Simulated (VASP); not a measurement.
# Rh (I4/mmm) in VASP: notebook

The runs below take Rh through single point, with PBEsol.

All numbers are computed with VASP 6.6.1; they aren't measurements. Logs are shortened: lines on timing, memory, paths and dates and some standing lists are left out, and cuts for length are marked.

### Step 1. The cell of the first run

It takes space group I4/mmm (No. 139, tetragonal). Conventional cell: a = 2.726 Å, b = 2.726 Å, c = 3.701 Å, α = 90.00°, β = 90.00°, γ = 90.00°. Within 3.5 Å of Rh (site symmetry 4/mmm) lie 12 Rh at 2.67 to 2.73 Å.

### Step 2. Single point, PBEsol

INCAR

```
SYSTEM = Rh
ALGO = Fast
EDIFF = 1E-6
ENCUT = 520
GGA = PS
ISIF = 2
ISMEAR = 0
LASPH = .TRUE.
LCHARG = .FALSE.
LREAL = .FALSE.
LWAVE = .FALSE.
NBANDS = 14
NELM = 100
PREC = Accurate
SIGMA = 0.15
```

KPOINTS

```
k-points
0
G
  24 24 24
  0 0 0
```

POSCAR

```
Rh
1.0
    0.0000000000      1.9276018674      1.8504977927
    1.9276018674      0.0000000000      1.8504977927
    1.9276018674      1.9276018674      0.0000000000
Rh
1
Direct
    0.0000000000      0.0000000000      0.0000000000
```

Potentials or basis: VASP PAW PBE potentials, release 64 (Rh_pv).

Started as:

```console
$ cat potpaw_PBE.64/Rh_pv/POTCAR > POTCAR
$ mpirun -np 1 vasp_std > vasp.out
```

OUTCAR:

```text
SYSTEM = Rh
   EDIFF = 1E-6
   ENCUT = 520
   GGA = PS
   ISIF = 2
   ISMEAR = 0
   LASPH = .TRUE.
   LREAL = .FALSE.
   NELM = 100
   PREC = Accurate

 ion  position               nearest neighbor table
   1  0.000  0.000  0.000-

  LATTYP: Found a body centered tetragonal cell.
 ALAT       =     2.7260407037
 C/A-ratio  =     1.3576450199

  Lattice vectors:

 A1 = (   0.0000000000,  -1.9276018674,  -1.8504977927)
 A2 = (   0.0000000000,   1.9276018674,  -1.8504977927)
 A3 = (   1.9276018674,   0.0000000000,   1.8504977927)

Analysis of symmetry for initial positions (statically):
=====================================================================
 Subroutine PRICEL returns:
 Original cell was already a primitive cell.

 Routine SETGRP: Setting up the symmetry group for a
 body centered tetragonal supercell.

 Subroutine GETGRP returns: Found 16 space group operations
 (whereof 16 operations were pure point group operations)
 out of a pool of 16 trial point group operations.

The static configuration has the point symmetry D_4h.

Analysis of symmetry for dynamics (positions and initial velocities):
=====================================================================
 Subroutine PRICEL returns:
 Original cell was already a primitive cell.

 Routine SETGRP: Setting up the symmetry group for a
 body centered tetragonal supercell.

 Subroutine GETGRP returns: Found 16 space group operations
 (whereof 16 operations were pure point group operations)
 out of a pool of 16 trial point group operations.

The dynamic configuration has the point symmetry D_4h.

 Subroutine INISYM returns: Found 16 space group operations
 (whereof 16 operations are pure point group operations),
 and found     1 'primitive' translations

----------------------------------------------------------------------------------------

                                     Primitive cell

  volume of cell :      13.7516

  direct lattice vectors                    reciprocal lattice vectors
     0.000000000  1.927601867  1.850497793    -0.259389664  0.259389664  0.270197566
     1.927601867  0.000000000  1.850497793     0.259389664 -0.259389664  0.270197566
     1.927601867  1.927601867  0.000000000     0.259389664  0.259389664 -0.270197566

  length of vectors
     2.672076167  2.672076167  2.726040704     0.455601493  0.455601493  0.455601493

  position of ions in fractional coordinates (direct lattice)
     0.000000000  0.000000000  0.000000000

  ion indices of the primitive-cell ions
   primitive index   ion index
                 1           1

----------------------------------------------------------------------------------------

 KPOINTS: k-points

Automatic generation of k-mesh.
 Grid dimensions read from file:
 generate k-points for:   24   24   24

 Generating k-lattice:

  Cartesian coordinates                     Fractional coordinates (reciprocal lattice)
    -0.010807903  0.010807903  0.011258232     0.041666667  0.000000000  0.000000000
     0.010807903 -0.010807903  0.011258232     0.000000000  0.041666667  0.000000000
     0.010807903  0.010807903 -0.011258232    -0.000000000 -0.000000000  0.041666667

  Length of vectors
     0.018983396  0.018983396  0.018983396

  Shift w.r.t. Gamma in fractional coordinates (k-lattice)
     0.000000000  0.000000000  0.000000000

 Subroutine IBZKPT returns following result:
 ===========================================

 Found   1063 irreducible k-points:

 Following reciprocal coordinates:
            Coordinates               Weight
  0.000000  0.000000  0.000000      1.000000
  0.041667 -0.000000  0.000000      8.000000
  0.083333 -0.000000  0.000000      8.000000
  0.125000  0.000000  0.000000      8.000000
  0.166667  0.000000  0.000000      8.000000
  0.208333 -0.000000  0.000000      8.000000
[... 16 lines left out ...]
  0.416667  0.041667  0.000000      8.000000
  0.458333  0.041667  0.000000      8.000000
 [... further k-points ...]
   k-points           NKPTS =   1063   k-points in BZ     NKDIM =   1063   number of bands    NBANDS=     14
   number of dos      NEDOS =    301   number of ions     NIONS =      1
   total plane-waves  NPLWV =   8000
   dimension x,y,z NGX =    20 NGY =   20 NGZ =   20
   dimension x,y,z NGXF=    40 NGYF=   40 NGZF=   40
   ions per type =               1
   NGX,Y,Z   is equivalent  to a cutoff of  12.44, 12.44, 12.20 a.u.
   NGXF,Y,Z  is equivalent  to a cutoff of  24.89, 24.89, 24.39 a.u.
 SYSTEM =  Rh
   PREC   = accura    normal or accurate (medium, high low for compatibility)
   ISTART =      0    job   : 0-new  1-cont  2-samecut
   ICHARG =      2    charge: 1-file 2-atom 10-const
   ISPIN  =      1    spin polarized calculation?
   LNONCOLLINEAR =      F non collinear calculations
   LSORBIT =      F    spin-orbit coupling
   LASPH  =      T    aspherical Exc in radial PAW
   ENCUT  =  520.0 eV  38.22 Ry    6.18 a.u.   4.97  4.97  5.07*2*pi/ulx,y,z
   NELM   =    100;   NELMIN=  2; NELMDL= -5     # of ELM steps
   EDIFF  = 0.1E-05   stopping-criterion for ELM
   LREAL  =      F    real-space projection
   EDIFFG = 0.1E-04   stopping-criterion for IOM
   NSW    =      0    number of steps for IOM
   IBRION =     -1    ionic relax: 0-MD 1-quasi-New 2-CG
   NFREE  =      0    steps in history (QN), initial steepest desc. (CG)
   ISIF   =      2    stress and relaxation
   ISYM   =      2    0-nonsym 1-usesym 2-fastsym
   POTIM  = 0.5000    time-step for ionic-motion
   TEBEG  =    0.0;   TEEND  =   0.0 temperature during run
   PSTRESS=    0.0 pullay stress
   NELECT =      15.0000    total number of electrons
   NUPDOWN=      -1.0000    fix difference up-down
   EMIN   =  10.00;   EMAX   =-10.00  energy-range for DOS
   EFERMI =   0.00;   METHOD = LEGACY
   ISMEAR =     0;   SIGMA  =   0.15  broadening in eV -4-tet -1-fermi 0-gaus
   EFERMI_NEDOS =   21; number of points for ismear=-14 and -15
   IALGO  =     68    algorithm
   IMIX   =      4    mixing-type and parameters
     AMIX     =   0.40;   BMIX     =  1.00
     AMIX_MAG =   1.60;   BMIX_MAG =  1.00
  volume/ion in A,a.u.               =      13.75        92.80
  Fermi-wavevector in a.u.,A,eV,Ry     =   1.685211  3.184586 38.639656  2.839935
  Thomas-Fermi vector in A             =   2.768095
   LORBIT       =      0    0 simple, 1 ext, 2 COOP (PROOUT), +10 PAW based schemes
   GGA     = PS    functional components
   LHFCALC =     F    Hartree Fock is set to
   AEXX    =    0.0000 exact exchange contribution
   IVDW    =     0    specifies the selected vdW correction
   LEPSILON=     F    determine dielectric tensor
   LRPA    =     F    only Hartree local field effects (RPA)
 non-spin polarized calculation
 RMM-DIIS sequential band-by-band and
 Gauss-broadening in eV      SIGMA  =   0.15
  energy-cutoff  :      520.00
  volume of cell :       13.75
 maximum number of plane-waves:       386
   NGX =  9   NGY =  9   NGZ = 11

 number of electron      15.0000006 magnetization

 Free energy of the ion-electron system (eV)
  ---------------------------------------------------
  ext. energy  EPLUGINS =         0.00000000
  ---------------------------------------------------
  free energy    TOTEN  =        -8.12975475 eV

  energy without entropy =       -8.11550919  energy(sigma->0) =       -8.12263197

 E-fermi :  11.7427     XC(G=0): -14.2168

 val. band max:       11.7413284018   @ k =  -0.3333   0.3333   0.0417
 cond. band min:      11.7444748638   @ k =   0.3333   0.1250   0.0000
 fundamental gap:      0.0031464620
 Fermi energy:        11.7426531929

 k-point     1 :       0.0000    0.0000    0.0000
  band No.  band energies     occupation
      1     -34.5916      2.00000
      2     -34.5916      2.00000
      3     -34.5674      2.00000
      4       3.6988      2.00000
      5       8.5222      2.00000
      6       8.5222      2.00000
      7       8.9486      2.00000
      8      10.4952      2.00000
      9      11.0159      2.00000
     10      27.7151      0.00000
     11      32.1165      0.00000
     12      32.7145      0.00000
     13      32.7145      0.00000
     14      34.0164      0.00000

 k-point     2 :       0.0417   -0.0000    0.0000
  band No.  band energies     occupation
      1     -34.6014      2.00000
      2     -34.5937      2.00000
      3     -34.5720      2.00000
      4       3.7694      2.00000
      5       8.5124      2.00000
      6       8.5501      2.00000
      7       8.9538      2.00000
      8      10.4831      2.00000
      9      10.9962      2.00000
     10      27.8182      0.00000
     11      32.1149      0.00000
     12      32.4740      0.00000
     13      32.8169      0.00000
     14      33.9348      0.00000

 k-point     3 :       0.0833   -0.0000    0.0000
  band No.  band energies     occupation
      1     -34.6362      2.00000
      2     -34.5999      2.00000
      3     -34.5793      2.00000
      4       3.9763      2.00000
      5       8.4694      2.00000
      6       8.6269      2.00000
      7       8.9869      2.00000
      8      10.4549      2.00000
      9      10.9439      2.00000
     10      28.1093      0.00000
     11      31.6703      0.00000
     12      32.1224      0.00000
     13      33.1187      0.00000
     14      34.0516      0.00000

 k-point     4 :       0.1250    0.0000    0.0000
  band No.  band energies     occupation
      1     -34.6953      2.00000
      2     -34.6098      2.00000
      3     -34.5869      2.00000
      4       4.3031      2.00000
      5       8.3878      2.00000
      6       8.7300      2.00000
      7       9.0639      2.00000
      8      10.4366      2.00000
      9      10.8794      2.00000
     10      28.5270      0.00000
     11      30.5664      0.00000
     12      32.1197      0.00000
     13      33.6040      0.00000
     14      34.4680      0.00000

 k-point     5 :       0.1667    0.0000    0.0000
  band No.  band energies     occupation
      1     -34.7728      2.00000
      2     -34.6227      2.00000
      3     -34.5957      2.00000
      4       4.7156      2.00000
      5       8.3088      2.00000
      6       8.8201      2.00000
      7       9.1603      2.00000
      8      10.4716      2.00000
      9      10.8385      2.00000
     10      28.9145      0.00000
     11      29.4150      0.00000
[... 276 lines left out ...]
 k-point    22 :       0.3750    0.0417    0.0000
  band No.  band energies     occupation
      1     -35.1941      2.00000
      2     -34.7028      2.00000
      3     -34.6440      2.00000
      4       5.7751      2.00000
      5       8.6032      2.00000
      6       8.9680      2.00000
      7      10.0228      2.00000
      8      11.8212      0.45901
      9      11.9503      0.05024
     10      23.2053      0.00000
     11      28.0976      0.00000
     12      32.1191      0.00000
     13      33.5921      0.00000
     14      35.1612      0.00000

 k-point    23 :       0.4167    0.0417    0.0000
  band No.  band energies     occupation
      1     -35.2557      2.00000
      2     -34.7119      2.00000
      3     -34.6528      2.00000
      4       5.7170      2.00000
      5       8.5097      2.00000
      6       8.8721      2.00000
      7      10.7133      2.00000
      8      12.2232      0.00001
      9      12.3217      0.00000
     10      21.9300      0.00000
     11      27.6789      0.00000
     12      32.1188      0.00000
     13      32.9666      0.00000
     14      34.2681      0.00000

 k-point    24 :       0.4583    0.0417    0.0000
  band No.  band energies     occupation
      1     -35.2971      2.00000
      2     -34.7171      2.00000
      3     -34.6597      2.00000
      4       5.6651      2.00000
      5       8.4416      2.00000
      6       8.8036      2.00000
      7      11.2234      2.00000
      8      12.3979      0.00000
      9      12.8264      0.00000
     10      20.9051      0.00000
     11      27.3983      0.00000
     12      32.1188      0.00000
     13      32.5749      0.00000
     14      33.5996      0.00000

 [... further k-points ...]

------------------------ aborting loop because EDIFF is reached ----------------------------------------

  FORCE on cell =-STRESS in cart. coord.  units (eV):
  Direction    XX          YY          ZZ          XY          YZ          ZX
  --------------------------------------------------------------------------------------
  -------------------------------------------------------------------------------------
  Total       -0.7100698     -0.7100698      0.1294043      0.0000000      0.0000000     -0.0000000
  in kB      -82.7291116    -82.7291116     15.0766950      0.0000000      0.0000000     -0.0000000
  external PRESSURE =     -50.1271761 kB  Pullay stress =       0.0000000 kB

 VOLUME and BASIS-vectors are now :
 -----------------------------------------------------------------------------
  energy-cutoff  :      520.00
  volume of cell :       13.75
      direct lattice vectors                 reciprocal lattice vectors
     0.000000000  1.927601867  1.850497793    -0.259389664  0.259389664  0.270197566
     1.927601867  0.000000000  1.850497793     0.259389664 -0.259389664  0.270197566
     1.927601867  1.927601867  0.000000000     0.259389664  0.259389664 -0.270197566

 POSITION                                       TOTAL-FORCE (eV/Angst)
 -----------------------------------------------------------------------------------
      0.00000      0.00000      0.00000         0.000000     -0.000000      0.000000
 -----------------------------------------------------------------------------------
    total drift:                                0.000000     -0.000000      0.000000

  FREE ENERGIE OF THE ION-ELECTRON SYSTEM (eV)
  ---------------------------------------------------
  free  energy   TOTEN  =        -8.1297547544 eV

  energy  without entropy=       -8.1155091878  energy(sigma->0) =       -8.12263197
```

It took 83 s on 1 thread of Intel Xeon Platinum 8559C (Emerald Rapids), shared host; peak memory 0.28 GiB.

What came out:

```yaml
Free_energy: -8.1298 eV
Pressure: -5.0 GPa
```

Stress tensor (GPa, compression positive):
```
-8.27  0.00  0.00
 0.00 -8.27  0.00
 0.00  0.00  1.51
```

Caveat: the PAW data sets were made with another functional, which shifts forces and pressure a little.

### Step 3. Single point, PBEsol

INCAR

```
PREC = Accurate ; ENCUT = 520
EDIFF = 1E-7 ; ISMEAR = 0
SIGMA = 0.15 ; LREAL = F
LASPH = T ; NELM = 80
ALGO = Fast ; ISIF = 2
LWAVE = F ; LCHARG = T
GGA = PS ; LELF = T
LVHAR = T ; NBANDS = 14
```

KPOINTS

```
Automatic mesh
0
Gamma
  24 24 24
```

POSCAR

```
Rh
1.0
    0.0000000000      1.8708744746      1.9644181983
    1.8708744746      0.0000000000      1.9644181983
    1.8708744746      1.8708744746      0.0000000000
Rh
1
Direct
    0.0000000000      0.0000000000      0.0000000000
```

Potentials or basis: VASP PAW PBE potentials, release 64 (Rh_pv).

Started as:

```console
$ cat potpaw_PBE.64/Rh_pv/POTCAR > POTCAR
$ mpirun -np 1 vasp_std > vasp.out
```

Wall time 99 s (1 thread of Intel Xeon Platinum 8559C (Emerald Rapids), shared host); peak memory 0.28 GiB.

The run converged. Its results:

- Free energy: -8.1240 eV
- Pressure: -4.8 GPa

Stress tensor (GPa, compression positive):
```
 -0.61   0.00   0.00
  0.00  -0.61   0.00
  0.00   0.00 -13.13
```

Levels at points of the mesh, in eV from the Fermi level:
| k point | band 5 | band 6 | band 7 | band 8 | band 9 | band 10 |
| --- | --- | --- | --- | --- | --- | --- |
| (0.00, 0.00, 0.00) | -3.44 | -2.89 | -2.89 | -1.32 | -0.66 | 15.98 |
| (0.50, 0.00, 0.00) | -3.42 | -2.88 | 0.46 | 0.67 | 0.71 | 8.61 |
| (0.50, 0.50, 0.00) | -5.95 | 0.61 | 0.97 | 0.97 | 2.52 | 11.33 |
| (0.50, 0.00, 0.50) | -5.96 | 0.53 | 0.76 | 1.25 | 3.54 | 12.69 |

Caveat: the PAW data sets were made with another functional, which shifts forces and pressure a little.
